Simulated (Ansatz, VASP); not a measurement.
## Two plane-wave programs on Sn2TeS

```
Sn Te S
1.0
     2.16983    1.25275    7.04151
    -2.16983    1.25275    7.04151
     0.00000   -2.50550    7.04151
Sn Te S
2 1 1
Direct
  0.74111 0.74111 0.74111
  0.25889 0.25889 0.25889
  0.50000 0.50000 0.50000
  0.00000 0.00000 0.00000
```

Change from the starting cell: relaxed end of: species swapped into the LiYSe2 type (R-3m, No. 166).

Alike in both runs: task relaxation of cell and atoms; functional PBE; k mesh 12 × 12 × 12; occupations gaussian, width 0.01 eV; no spin polarisation.

|  | VASP | Ansatz |
| --- | --- | --- |
| version | VASP 6.6.1 | Ansatz 0.2.0 |
| potentials or method | VASP PAW PBE potentials, release 64 (Sn_d, Te, S), cutoff 600 eV | scalar-relativistic, plane waves, PAW |
| valence electrons in the cell | 40 | 50 |

|  | VASP | Ansatz | Ansatz less VASP |
| --- | --- | --- | --- |
| gap on the k mesh at the Fermi level, each at its own relaxed structure (eV) | 0.09 | 0.09 | +0.001 |
| relaxed volume (Å³/atom) | 28.71 | 28.71 | 0.000 |
| relaxed length of the cell vector where the two differ most in proportion (Å) | 7.474 | 7.474 | 0.0000 |

VASP's potentials hold 40 valence electrons a cell and Ansatz's 50, so a difference there can come from the potentials and not from the codes.

Spin-orbit coupling is off throughout. Noted on VASP's run: the relaxation stopped at its first step, so nothing moved.
